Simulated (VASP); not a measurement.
# RbBr (I4/mmm) in VASP: settings compared, part 2 of 2

VASP 6.6.1.

## Step 3: Single point, PBE (uniaxial z strain -3.0%)

The input, INCAR:

```
SYSTEM = RbBr
ALGO = Normal ; EDIFF = 1E-6
ENCUT = 520 ; GGA = PE
ISIF = 2 ; ISMEAR = 0
LASPH = .TRUE. ; LCHARG = .TRUE.
LELF = .TRUE. ; LREAL = .FALSE.
LVHAR = .TRUE. ; LWAVE = .FALSE.
NBANDS = 15 ; NELM = 60
PREC = Accurate ; SIGMA = 0.01
```

The input, KPOINTS:

```
k-points
0
G
  4 4 4
  0 0 0
```

The input, POSCAR:

```
RbBr
1.0
    0.0000000000      3.4608258933      3.3570011165
    3.4608258933      0.0000000000      3.3570011165
    3.4608258933      3.4608258933      0.0000000000
Rb Br
1 1
Direct
    0.0000000000      0.0000000000      0.0000000000
    0.5000000000      0.5000000000      0.5000000000
```

Potentials or basis: VASP PAW PBE potentials, release 64 (Rb_sv, Br).

Started as:

```
> cat potpaw_PBE.64/Rb_sv/POTCAR potpaw_PBE.64/Br/POTCAR > POTCAR
> mpirun -np 1 vasp_std > vasp.out
```

OUTCAR:

```text
SYSTEM = RbBr
   EDIFF = 1E-6
   ENCUT = 520
   GGA = PE
   ISIF = 2
   ISMEAR = 0
   LASPH = .TRUE.
   LREAL = .FALSE.
   NELM = 60
   PREC = Accurate

 ion  position               nearest neighbor table
   1  0.000  0.000  0.000-   2 3.36   2 3.36   2 3.46   2 3.46   2 3.46   2 3.46
   2  0.500  0.500  0.500-   1 3.36   1 3.36   1 3.46   1 3.46   1 3.46   1 3.46

  LATTYP: Found a body centered tetragonal cell.
 ALAT       =     4.8943469153
 C/A-ratio  =     1.3717871555

  Lattice vectors:

 A1 = (   0.0000000000,  -3.4608258933,  -3.3570011165)
 A2 = (   0.0000000000,   3.4608258933,  -3.3570011165)
 A3 = (   3.4608258933,   0.0000000000,   3.3570011165)

Analysis of symmetry for initial positions (statically):
=====================================================================
 Subroutine PRICEL returns:
 Original cell was already a primitive cell.

 Routine SETGRP: Setting up the symmetry group for a
 body centered tetragonal supercell.

 Subroutine GETGRP returns: Found 16 space group operations
 (whereof 16 operations were pure point group operations)
 out of a pool of 16 trial point group operations.

The static configuration has the point symmetry D_4h.

Analysis of symmetry for dynamics (positions and initial velocities):
=====================================================================
 Subroutine PRICEL returns:
 Original cell was already a primitive cell.

 Routine SETGRP: Setting up the symmetry group for a
 body centered tetragonal supercell.

 Subroutine GETGRP returns: Found 16 space group operations
 (whereof 16 operations were pure point group operations)
 out of a pool of 16 trial point group operations.

The dynamic configuration has the point symmetry D_4h.

 Subroutine INISYM returns: Found 16 space group operations
 (whereof 16 operations are pure point group operations),
 and found     1 'primitive' translations

----------------------------------------------------------------------------------------

                                     Primitive cell

  volume of cell :      80.4157

  direct lattice vectors                    reciprocal lattice vectors
     0.000000000  3.460825893  3.357001117    -0.144474185  0.144474185  0.148942459
     3.460825893  0.000000000  3.357001117     0.144474185 -0.144474185  0.148942459
     3.460825893  3.460825893  0.000000000     0.144474185  0.144474185 -0.148942459

  length of vectors
     4.821490678  4.821490678  4.894346915     0.252842710  0.252842710  0.252842710

  position of ions in fractional coordinates (direct lattice)
     0.000000000  0.000000000  0.000000000
     0.500000000  0.500000000  0.500000000

  ion indices of the primitive-cell ions
   primitive index   ion index
                 1           1
                 2           2

----------------------------------------------------------------------------------------

 KPOINTS: k-points

Automatic generation of k-mesh.
 Grid dimensions read from file:
 generate k-points for:    4    4    4

 Generating k-lattice:

  Cartesian coordinates                     Fractional coordinates (reciprocal lattice)
    -0.036118546  0.036118546  0.037235615     0.250000000  0.000000000  0.000000000
     0.036118546 -0.036118546  0.037235615     0.000000000  0.250000000  0.000000000
     0.036118546  0.036118546 -0.037235615     0.000000000  0.000000000  0.250000000

  Length of vectors
     0.063210678  0.063210678  0.063210678

[... 25 lines left out ...]
   total plane-waves  NPLWV =  46656
   dimension x,y,z NGX =    36 NGY =   36 NGZ =   36
   dimension x,y,z NGXF=    72 NGYF=   72 NGZF=   72
   ions per type =               1   1
   NGX,Y,Z   is equivalent  to a cutoff of  12.41, 12.41, 12.23 a.u.
   NGXF,Y,Z  is equivalent  to a cutoff of  24.83, 24.83, 24.46 a.u.
 SYSTEM =  RbBr
   PREC   = accura    normal or accurate (medium, high low for compatibility)
   ISTART =      0    job   : 0-new  1-cont  2-samecut
   ICHARG =      2    charge: 1-file 2-atom 10-const
   ISPIN  =      1    spin polarized calculation?
   LNONCOLLINEAR =      F non collinear calculations
   LSORBIT =      F    spin-orbit coupling
   LASPH  =      T    aspherical Exc in radial PAW
   ENCUT  =  520.0 eV  38.22 Ry    6.18 a.u.   8.96  8.96  9.10*2*pi/ulx,y,z
   NELM   =     60;   NELMIN=  2; NELMDL= -5     # of ELM steps
   EDIFF  = 0.1E-05   stopping-criterion for ELM
   LREAL  =      F    real-space projection
   EDIFFG = 0.1E-04   stopping-criterion for IOM
   NSW    =      0    number of steps for IOM
   IBRION =     -1    ionic relax: 0-MD 1-quasi-New 2-CG
   NFREE  =      0    steps in history (QN), initial steepest desc. (CG)
   ISIF   =      2    stress and relaxation
   ISYM   =      2    0-nonsym 1-usesym 2-fastsym
   POTIM  = 0.5000    time-step for ionic-motion
   TEBEG  =    0.0;   TEEND  =   0.0 temperature during run
   PSTRESS=    0.0 pullay stress
   NELECT =      16.0000    total number of electrons
   NUPDOWN=      -1.0000    fix difference up-down
   EMIN   =  10.00;   EMAX   =-10.00  energy-range for DOS
   EFERMI =   0.00;   METHOD = LEGACY
   ISMEAR =     0;   SIGMA  =   0.01  broadening in eV -4-tet -1-fermi 0-gaus
   EFERMI_NEDOS =   21; number of points for ismear=-14 and -15
   IALGO  =     38    algorithm
   IMIX   =      4    mixing-type and parameters
     AMIX     =   0.40;   BMIX     =  1.00
     AMIX_MAG =   1.60;   BMIX_MAG =  1.00
  volume/ion in A,a.u.               =      40.21       271.34
  Fermi-wavevector in a.u.,A,eV,Ry     =   0.955728  1.806065 12.427790  0.913417
  Thomas-Fermi vector in A             =   2.084592
   LORBIT       =      0    0 simple, 1 ext, 2 COOP (PROOUT), +10 PAW based schemes
   GGA     = PE    functional components
   LHFCALC =     F    Hartree Fock is set to
   AEXX    =    0.0000 exact exchange contribution
   IVDW    =     0    specifies the selected vdW correction
   LEPSILON=     F    determine dielectric tensor
   LRPA    =     F    only Hartree local field effects (RPA)
 non-spin polarized calculation
 Gauss-broadening in eV      SIGMA  =   0.01
  energy-cutoff  :      520.00
  volume of cell :       80.42
 maximum number of plane-waves:      2184
   NGX = 17   NGY = 17   NGZ = 19

 number of electron      16.0000000 magnetization

 Free energy of the ion-electron system (eV)
  ---------------------------------------------------
  ext. energy  EPLUGINS =         0.00000000
  ---------------------------------------------------
  free energy    TOTEN  =        -6.09109605 eV

  energy without entropy =       -6.09109605  energy(sigma->0) =       -6.09109605

 E-fermi :  -1.6589     XC(G=0):  -7.2362

 val. band max:       -1.7213442886   @ k =   0.0000   0.0000   0.0000
 cond. band min:       2.6141937606   @ k =   0.0000   0.0000   0.0000
 fundamental gap:      4.3355380492
 Fermi energy:        -1.6588534431

 k-point     1 :       0.0000    0.0000    0.0000
  band No.  band energies     occupation
      1     -26.1587      2.00000
      2     -13.9308      2.00000
      3     -10.2412      2.00000
      4     -10.2345      2.00000
      5     -10.2345      2.00000
      6      -1.7596      2.00000
      7      -1.7596      2.00000
      8      -1.7213      2.00000
      9       2.6142      0.00000
     10       5.4731      0.00000
     11       5.4731      0.00000
     12       5.6556      0.00000
     13       6.3406      0.00000
     14       6.5077      0.00000
[... 203 lines left out ...]
      2     -13.9157      2.00000
      3     -10.3561      2.00000
      4     -10.3561      2.00000
      5     -10.1976      2.00000
      6      -2.2802      2.00000
      7      -2.1130      2.00000
      8      -2.1130      2.00000
      9       5.4103      0.00000
     10       5.4103      0.00000
     11       6.4607      0.00000
     12       6.8034      0.00000
     13       9.0382      0.00000
     14       9.4719      0.00000
     15       9.4825      0.00000

------------------------ aborting loop because EDIFF is reached ----------------------------------------

  FORCE on cell =-STRESS in cart. coord.  units (eV):
  Direction    XX          YY          ZZ          XY          YZ          ZX
  --------------------------------------------------------------------------------------
  -------------------------------------------------------------------------------------
  Total        0.3630111      0.3630111      0.9161320      0.0000000      0.0000000     -0.0000000
  in kB        7.2325175      7.2325175     18.2527230      0.0000000      0.0000000     -0.0000000
  external PRESSURE =      10.9059193 kB  Pullay stress =       0.0000000 kB

 VOLUME and BASIS-vectors are now :
 -----------------------------------------------------------------------------
  energy-cutoff  :      520.00
  volume of cell :       80.42
      direct lattice vectors                 reciprocal lattice vectors
     0.000000000  3.460825893  3.357001117    -0.144474185  0.144474185  0.148942459
     3.460825893  0.000000000  3.357001117     0.144474185 -0.144474185  0.148942459
     3.460825893  3.460825893  0.000000000     0.144474185  0.144474185 -0.148942459

 POSITION                                       TOTAL-FORCE (eV/Angst)
 -----------------------------------------------------------------------------------
      0.00000      0.00000      0.00000         0.000000     -0.000000      0.000000
      3.46083      3.46083      3.35700        -0.000000      0.000000     -0.000000
 -----------------------------------------------------------------------------------
    total drift:                                0.000000      0.000000      0.000000

  FREE ENERGIE OF THE ION-ELECTRON SYSTEM (eV)
  ---------------------------------------------------
  free  energy   TOTEN  =        -6.0910960509 eV

  energy  without entropy=       -6.0910960509  energy(sigma->0) =       -6.09109605
```

OSZICAR:

```text
N       E                     dE             d eps       ncg     rms          rms(c)
DAV:   1     0.876859311261E+02    0.87686E+02   -0.65375E+03   390   0.911E+02
DAV:   2    -0.231346465750E+00   -0.87917E+02   -0.79619E+02   572   0.168E+02
DAV:   3    -0.615560047170E+01   -0.59243E+01   -0.58838E+01   516   0.449E+01
DAV:   4    -0.630908316487E+01   -0.15348E+00   -0.15346E+00   596   0.666E+00
DAV:   5    -0.631015589799E+01   -0.10727E-02   -0.10727E-02   516   0.582E-01    0.294E+00
DAV:   6    -0.609504383080E+01    0.21511E+00   -0.26610E-01   509   0.236E+00    0.195E+00
DAV:   7    -0.607868434919E+01    0.16359E-01   -0.12524E-01   523   0.173E+00    0.973E-01
DAV:   8    -0.609026374433E+01   -0.11579E-01   -0.13493E-02   426   0.687E-01    0.107E-01
DAV:   9    -0.609065056664E+01   -0.38682E-03   -0.58361E-04   530   0.123E-01    0.700E-02
DAV:  10    -0.609109043151E+01   -0.43986E-03   -0.60736E-04   418   0.131E-01    0.287E-02
DAV:  11    -0.609108975768E+01    0.67383E-06   -0.33986E-05   504   0.293E-02    0.528E-03
DAV:  12    -0.609109581378E+01   -0.60561E-05   -0.86270E-06   418   0.184E-02    0.134E-03
DAV:  13    -0.609109605091E+01   -0.23712E-06   -0.28835E-07   426   0.307E-03
   1 F= -.60910961E+01 E0= -.60910961E+01  d E =-.967356E-21
```

Wall time 32 s (1 thread of Intel Xeon 8259CL, shared host); peak memory 0.2 GiB.

What came out:

```
Free energy            : -6.0911 eV
Pressure               : 1.1 GPa
Band gap on the k mesh : 4.34 eV
```

Stress tensor (GPa, compression positive):
```
0.72 0.00 0.00
0.00 0.72 0.00
0.00 0.00 1.83
```

Caveat: the cell differs from its parent crystal (uniaxial z strain -3.0%).

## Step 4: Single point, PBE (uniaxial z strain -3.0%)

The input, INCAR:

```
SYSTEM = RbBr
ALGO = Normal
EDIFF = 1E-7
ENCUT = 520
GGA = PE
ISIF = 2
ISMEAR = -1
LASPH = .TRUE.
LCHARG = .TRUE.
LELF = .TRUE.
LREAL = .FALSE.
LVHAR = .TRUE.
LWAVE = .FALSE.
NBANDS = 15
NELM = 80
PREC = Accurate
SIGMA = 0.02
```

The input, KPOINTS:

```
k-points
0
G
  6 6 6
  0 0 0
```

POSCAR is that of step 3.

Started as:

```
> cat potpaw_PBE.64/Rb_sv/POTCAR potpaw_PBE.64/Br/POTCAR > POTCAR
> mpirun -np 1 vasp_std > vasp.out
```

Run time: 61 s. Hardware: 1 thread of Intel Xeon 8259CL, shared host; peak memory 0.22 GiB.

Results (log left out):

```yaml
Free_energy: -6.0913 eV
Pressure: 1.1 GPa
Band_gap_on_the_k_mesh: 4.34 eV
```

Stress tensor (GPa, compression positive):
```
0.73 0.00 0.00
0.00 0.73 0.00
0.00 0.00 1.83
```

Levels at points of the mesh, in eV from the valence-band top:
| k point | band 5 | band 6 | band 7 | band 8 | band 9 | band 10 | band 11 | band 12 |
| --- | --- | --- | --- | --- | --- | --- | --- | --- |
| (0.00, 0.00, 0.00) | -8.51 | -0.04 | -0.04 | 0.00 | 4.34 | 7.20 | 7.20 | 7.38 |
| (0.50, 0.00, 0.00) | -8.46 | -1.02 | -0.39 | -0.38 | 6.79 | 7.69 | 9.45 | 9.48 |
| (0.50, 0.50, 0.00) | -8.59 | -0.46 | -0.21 | -0.21 | 5.56 | 7.14 | 9.23 | 9.26 |
| (0.50, 0.00, 0.50) | -8.57 | -0.52 | -0.19 | -0.16 | 5.60 | 7.09 | 9.14 | 9.17 |

Caveat: the cell differs from its parent crystal (uniaxial z strain -3.0%).

## Step 5: Single point, HSE06 (uniaxial z strain -3.0%)

POSCAR is that of step 4.

The input, INCAR.step1:

```
SYSTEM = RbBr
PREC = Accurate
ENCUT = 520
EDIFF = 1E-5
ISMEAR = 0
SIGMA = 0.01
LREAL = .False.
LASPH = .True.
NELM = 100
ALGO = Normal
ISIF = 2
LWAVE = .True.
LCHARG = .False.
NBANDS = 15
GGA = PE
```

The input, INCAR.step2:

```
SYSTEM = RbBr
PREC = Accurate
ENCUT = 520
EDIFF = 1E-6
ISMEAR = 0
SIGMA = 0.01
LREAL = .False.
LASPH = .True.
NELM = 100
ALGO = Normal
ISIF = 2
LWAVE = .False.
LCHARG = .False.
GGA = PE
LHFCALC = .True.
HFSCREEN = 0.2079
PRECFOCK = Normal
NBANDS = 15
ISTART = 1
```

The input, KPOINTS:

```
regular mesh
0
Gamma
  4 4 4
  0 0 0
```

Started as:

```
> cat potpaw_PBE.64/Rb_sv/POTCAR potpaw_PBE.64/Br/POTCAR > POTCAR
> cp INCAR.step1 INCAR
> mpirun -np 1 vasp_std > vasp.out
> cp INCAR.step2 INCAR
> mpirun -np 1 vasp_std > vasp.out
```

Wall time 14 min (1 thread of AMD EPYC 7R43 (Zen 3), shared host); peak memory 0.29 GiB.

The run converged. Its results:

```yaml
Free_energy: -7.0585 eV
Pressure: 0.8 GPa
Band_gap_on_the_k_mesh: 5.50 eV
```

Stress tensor (GPa, compression positive):
```
0.47 0.00 0.00
0.00 0.47 0.00
0.00 0.00 1.55
```

Levels at points of the mesh, in eV from the valence-band top:
| k point | band 4 | band 5 | band 6 | band 7 | band 8 | band 9 | band 10 | band 11 | band 12 | band 13 |
| --- | --- | --- | --- | --- | --- | --- | --- | --- | --- | --- |
| (0.00, 0.00, 0.00) | -9.02 | -9.02 | -0.04 | -0.04 | 0.00 | 5.50 | 8.46 | 8.46 | 8.64 | 9.41 |
| (0.50, 0.00, 0.00) | -9.03 | -8.96 | -1.05 | -0.40 | -0.39 | 7.93 | 8.95 | 10.88 | 10.91 | 11.32 |
| (0.50, 0.50, 0.00) | -9.11 | -9.11 | -0.48 | -0.22 | -0.22 | 6.70 | 8.43 | 10.49 | 10.66 | 10.91 |
| (0.50, 0.00, 0.50) | -9.12 | -9.09 | -0.55 | -0.19 | -0.17 | 6.75 | 8.39 | 10.37 | 10.60 | 10.88 |

Caveat: the cell differs from its parent crystal (uniaxial z strain -3.0%); the PAW data sets were made with another functional, which shifts forces and pressure a little.

## Step 6: Overview

| level | k mesh | smearing | grid for exact exchange (PRECFOCK) | share of exact exchange | screening parameter | gap on the mesh (eV) | pressure (GPa) |
| --- | --- | --- | --- | --- | --- | --- | --- |
| r2SCAN | 6 × 6 × 6 | gaussian 0.01 eV | - | - | - | 4.94 | 0.6 |
| PBE | 4 × 4 × 4 | gaussian 0.01 eV | - | - | - | 4.34 | 1.1 |
| PBE | 6 × 6 × 6 | fermi-dirac 0.02 eV | - | - | - | 4.34 | 1.1 |
| HSE06 | 4 × 4 × 4 | gaussian 0.01 eV | Normal | 0.25 | 0.2079 1/Å | 5.50 | 0.8 |

Alike in all rows: task single point; potentials or basis VASP PAW PBE potentials, release 64 (Rb_sv, Br); no spin polarisation; cell as given; cutoff (eV) 520.

Caveats: the PAW data sets were made with another functional, which shifts forces and pressure a little (at least some runs).

Total energies depend on the potentials used, so only differences within one code and one set of settings carry meaning.
